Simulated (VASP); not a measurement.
Runs of VASP 6.6.1 on Ge. The structure is that of space group P6_3/mmc (No. 194), or close to it. The cells are those of the table. This isn't the form of Ge at room conditions, which is diamond.

| task | cell | cutoff (eV) | gap on the mesh (eV) | pressure (GPa) |
| --- | --- | --- | --- | --- |
| relaxation of cell and atoms | relaxed to 240 GPa from a = 2.342, b = 2.342, c = 3.834 Å, angles 90.0, 90.0, 120.0°, 2 atoms | 600 | none | 240.0 |
| single point | a = 2.343, b = 2.343, c = 3.834 Å, angles 90.0, 90.0, 120.0°, 2 atoms | 520 | none | (a) |
| relaxation of cell and atoms | relaxed to 240 GPa from a = 2.350, b = 2.350, c = 3.807 Å, angles 90.0, 90.0, 120.0°, 2 atoms | 600 | none | 240.1 |
| single point | a = 2.342, b = 2.342, c = 3.834 Å, angles 90.0, 90.0, 120.0°, 2 atoms | 520 | none | 242.7 |

Alike in all rows: level LDA; potentials or basis VASP PAW LDA potentials, release 64 (Ge_d); no spin polarisation; k mesh 18 × 18 × 10; smearing fermi-dirac 0.1 eV.

**Question.** Estimate the missing entries.

**Answer.** (a) 242.5.

Caveats: the cell is relaxed towards a set pressure, so the run minimises the enthalpy, not the energy (at least some runs); the cell stands under pressure (at least some runs).

A k mesh can miss the band edges, and the runs leave out spin-orbit coupling on Ge.

A gap of «none» marks levels without a gap at the run's occupations.
